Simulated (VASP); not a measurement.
# BN (P6_3/mmc) in VASP: further runs, part 2 of 2

VASP 6.6.1. Earlier steps stand in the parts before.

**5. Single point, PBE (biaxial strain in the a-b plane: +2.0 %)**

Contents of INCAR:

```
  ALGO = Normal
  EDIFF = 1E-6
  ENCUT = 520
  GGA = PE
  ISIF = 2
  ISMEAR = 0
  LASPH = T
  LCHARG = T
  LELF = T
  LREAL = F
  LVHAR = T
  LWAVE = F
  NBANDS = 16
  NELM = 60
  PREC = Accurate
  SIGMA = 0.02
```

Contents of KPOINTS:

```
k-points
0
Gamma
  12 12 4
```

Contents of POSCAR:

```
BN
1.0
    2.5624247850      0.0000000000      0.0000000000
   -1.2812123925      2.2191249591      0.0000000000
    0.0000000000      0.0000000000      8.2430434694
B N
2 2
Direct
    0.3333333333      0.6666666667      0.2500000000
    0.6666666667      0.3333333333      0.7500000000
    0.3333333333      0.6666666667      0.7500000000
    0.6666666667      0.3333333333      0.2500000000
```

Command:

```sh
$ cat potpaw_PBE.64/B/POTCAR potpaw_PBE.64/N/POTCAR > POTCAR
$ mpirun -np 1 vasp_std > vasp.out
```

It took 23 s on 1 thread of Intel Xeon Platinum 8559C (Emerald Rapids), shared host; peak memory 0.18 GiB.

The run converged. Its results:

| Quantity | Value |
| --- | --- |
| Free energy | -35.1179 eV |
| Pressure | -10.3 GPa |
| Band gap on the k mesh | 4.45 eV, indirect (least direct gap 4.50 eV) |

Stress tensor (GPa, compression positive):
```
-15.48   0.00   0.00
  0.00 -15.48   0.00
  0.00   0.00  -0.04
```

Levels at points of the mesh, in eV from the valence-band top:
| k point | band 6 | band 7 | band 8 | band 9 | band 10 | band 11 |
| --- | --- | --- | --- | --- | --- | --- |
| (0.00, 0.00, 0.00) | -1.41 | -1.41 | -1.41 | 4.45 | 7.88 | 9.67 |
| (0.50, 0.00, 0.00) | -4.02 | -0.98 | -0.71 | 4.45 | 4.90 | 8.88 |
| (0.00, 0.00, 0.50) | -1.41 | -1.41 | -1.41 | 5.77 | 5.77 | 11.03 |
| (0.50, 0.00, 0.50) | -4.03 | -0.84 | -0.84 | 4.64 | 4.64 | 9.11 |

Caveat: the cell differs from its parent crystal (biaxial strain in the a-b plane: +2.0 %); this functional lacks dispersion, which binds the layers, so the pressure and a relaxed spacing across them are unreliable.

**6. Single point, PBE (biaxial strain in the a-b plane: +2.0 %, then relaxed in part)**

Contents of INCAR:

```
PREC     = Accurate       # precision mode
ENCUT    = 520            # plane-wave cutoff, eV
EDIFF    = 1E-7           # SCF threshold, eV
ISMEAR   = 0              # smearing method
SIGMA    = 0.02           # smearing width, eV
LREAL    = F              # projectors in reciprocal space
LASPH    = T              # aspherical terms in the spheres
NELM     = 80             # most SCF steps
ALGO     = Normal         # electronic algorithm
ISIF     = 2              # what is computed and relaxed
LWAVE    = F              # write WAVECAR
LCHARG   = T              # write CHGCAR
GGA      = PE             # functional
LELF     = T              # ELF
LVHAR    = T            
NBANDS   = 16             # bands
```

Contents of KPOINTS:

```
regular mesh
0
Gamma
  12 12 4
```

POSCAR, as its differences from that of step 5:

```diff
@@ -4,3 +4,3 @@
    -1.2812123925      2.2191249591      0.0000000000
-    0.0000000000      0.0000000000      8.2430434694
+    0.0000000000      0.0000000000      8.4557311117
 B N
```

Potentials or basis: VASP PAW PBE potentials, release 64 (B, N).

Command:

```sh
$ cat potpaw_PBE.64/B/POTCAR potpaw_PBE.64/N/POTCAR > POTCAR
$ mpirun -np 1 vasp_std > vasp.out
```

OUTCAR:

```text
PREC = Accurate
   ENCUT = 520
   EDIFF = 1E-7
   ISMEAR = 0
   LREAL = F
   LASPH = T
   NELM = 80
   ISIF = 2
   GGA = PE

 ion  position               nearest neighbor table
   1  0.333  0.667  0.250-   4 1.48   4 1.48   4 1.48
   2  0.667  0.333  0.750-   3 1.48   3 1.48   3 1.48
   3  0.333  0.667  0.750-   2 1.48   2 1.48   2 1.48
   4  0.667  0.333  0.250-   1 1.48   1 1.48   1 1.48

  LATTYP: Found a hexagonal cell.
 ALAT       =     2.5624247850
 C/A-ratio  =     3.2998943661

  Lattice vectors:

 A1 = (   2.5624247850,   0.0000000000,   0.0000000000)
 A2 = (  -1.2812123925,   2.2191249591,   0.0000000000)
 A3 = (   0.0000000000,   0.0000000000,   8.4557311117)

Analysis of symmetry for initial positions (statically):
=====================================================================
 Subroutine PRICEL returns:
 Original cell was already a primitive cell.

 Routine SETGRP: Setting up the symmetry group for a
 hexagonal supercell.

 Subroutine GETGRP returns: Found 24 space group operations
 (whereof 12 operations were pure point group operations)
[... 174 lines left out ...]
 cond. band min:       4.7063362543   @ k =   0.0000   0.0000   0.0000
 fundamental gap:      4.3994862503
 Fermi energy:         0.4615322535

 k-point     1 :       0.0000    0.0000    0.0000
  band No.  band energies     occupation
      1     -16.9751      2.00000
      2     -16.9381      2.00000
      3      -4.8719      2.00000
      4      -4.2986      2.00000
      5      -1.1059      2.00000
      6      -1.1059      2.00000
[... 433 lines left out ...]
      3      -6.4236      2.00000
      4      -6.4190      2.00000
      5      -3.2036      2.00000
      6      -3.1998      2.00000
[... 8 lines left out ...]
     15      14.9861      0.00000
     16      16.8999      0.00000

 [... further k-points ...]

------------------------ aborting loop because EDIFF is reached ----------------------------------------

  FORCE on cell =-STRESS in cart. coord.  units (eV):
  Direction    XX          YY          ZZ          XY          YZ          ZX
  --------------------------------------------------------------------------------------
  -------------------------------------------------------------------------------------
  Total       -4.5315164     -4.5315164     -0.0294807      0.0000000      0.0000000      0.0000000
  in kB     -150.9976148   -150.9976148     -0.9823443      0.0000000      0.0000000      0.0000000
  external PRESSURE =    -100.9925246 kB  Pullay stress =       0.0000000 kB

 VOLUME and BASIS-vectors are now :
 -----------------------------------------------------------------------------
  energy-cutoff  :      520.00
  volume of cell :       48.08
      direct lattice vectors                 reciprocal lattice vectors
     2.562424785  0.000000000  0.000000000     0.390255357  0.225314036  0.000000000
    -1.281212393  2.219124959  0.000000000     0.000000000  0.450628071  0.000000000
     0.000000000  0.000000000  8.455731112     0.000000000  0.000000000  0.118262985

 POSITION                                       TOTAL-FORCE (eV/Angst)
 -----------------------------------------------------------------------------------
     -0.00000      1.47942      2.11393        -0.000000      0.000000      0.000000
      1.28121      0.73971      6.34180         0.000000     -0.000000      0.000000
     -0.00000      1.47942      6.34180        -0.000000      0.000000      0.000000
      1.28121      0.73971      2.11393         0.000000     -0.000000      0.000000
 -----------------------------------------------------------------------------------
    total drift:                               -0.000000      0.000000      0.000000

  FREE ENERGIE OF THE ION-ELECTRON SYSTEM (eV)
  ---------------------------------------------------
  free  energy   TOTEN  =       -35.1182318478 eV

  energy  without entropy=      -35.1182318478  energy(sigma->0) =      -35.11823185
```

OSZICAR:

```text
N       E                     dE             d eps       ncg     rms          rms(c)
DAV:   1     0.579875283898E+02    0.57988E+02   -0.76094E+03  1824   0.892E+02
DAV:   2    -0.339758550931E+02   -0.91963E+02   -0.82879E+02  2512   0.212E+02
DAV:   3    -0.384104948547E+02   -0.44346E+01   -0.44099E+01  2448   0.474E+01
DAV:   4    -0.384541891326E+02   -0.43694E-01   -0.43682E-01  2216   0.523E+00
DAV:   5    -0.384548017079E+02   -0.61258E-03   -0.61256E-03  2416   0.589E-01    0.107E+01
DAV:   6    -0.354574213168E+02    0.29974E+01   -0.54999E+00  2344   0.172E+01    0.474E+00
DAV:   7    -0.352140781206E+02    0.24334E+00   -0.50513E-01  2408   0.493E+00    0.304E+00
DAV:   8    -0.351204976237E+02    0.93580E-01   -0.29075E-01  2496   0.334E+00    0.525E-01
DAV:   9    -0.351161373988E+02    0.43602E-02   -0.18403E-02  2080   0.102E+00    0.189E-01
DAV:  10    -0.351180109182E+02   -0.18735E-02   -0.19522E-03  1928   0.335E-01    0.422E-02
DAV:  11    -0.351182231411E+02   -0.21222E-03   -0.19784E-04  2232   0.112E-01    0.300E-02
DAV:  12    -0.351182310557E+02   -0.79145E-05   -0.38387E-05  2080   0.466E-02    0.413E-03
DAV:  13    -0.351182316414E+02   -0.58570E-06   -0.21037E-06  2512   0.107E-02    0.130E-03
DAV:  14    -0.351182318487E+02   -0.20730E-06   -0.19463E-07  1984   0.341E-03    0.524E-04
DAV:  15    -0.351182318478E+02    0.87061E-09   -0.28760E-09  1760   0.443E-04
   1 F= -.35118232E+02 E0= -.35118232E+02  d E =-.136570E-29
```

It took 24 s on 1 thread of Intel Xeon Platinum 8559C (Emerald Rapids), shared host; peak memory 0.18 GiB.

What came out:

| Item | Value |
| --- | --- |
| Free energy | -35.1182 eV |
| Pressure | -10.1 GPa |
| Band gap on the k mesh | 4.40 eV, indirect (least direct gap 4.50 eV) |

Stress tensor (GPa, compression positive):
```
-15.10   0.00   0.00
  0.00 -15.10   0.00
  0.00   0.00  -0.10
```

Caveat: the cell differs from its parent crystal (biaxial strain in the a-b plane: +2.0 %, then relaxed in part); this functional lacks dispersion, which binds the layers, so the pressure and a relaxed spacing across them are unreliable. A k mesh can miss the band edges.

**7. The runs side by side**

```csv
cell,gap on the mesh (eV),pressure (GPa)
"a = 2.412, b = 2.412, c = 8.543 Å, angles 90.0, 90.0, 120.0°, 4 atoms",4.22,26.9
"a = 2.462, b = 2.462, c = 8.490 Å, angles 90.0, 90.0, 120.0°, 4 atoms",4.31,12.3
"a = 2.462, b = 2.462, c = 8.443 Å, angles 90.0, 90.0, 120.0°, 4 atoms",4.32,12.4
"a = 2.562, b = 2.562, c = 8.243 Å, angles 90.0, 90.0, 120.0°, 4 atoms",4.45,-10.3
"a = 2.562, b = 2.562, c = 8.456 Å, angles 90.0, 90.0, 120.0°, 4 atoms",4.40,-10.1
```

Alike in all rows: task single point; level PBE; potentials or basis VASP PAW PBE potentials, release 64 (B, N); no spin polarisation; k mesh 12 × 12 × 4; cutoff (eV) 520; smearing gaussian 0.02 eV.

Caveats: this functional lacks dispersion, which binds the layers, so the pressure and a relaxed spacing across them are unreliable.

Total energies depend on the potentials used, so only differences within one code and one set of settings carry meaning.
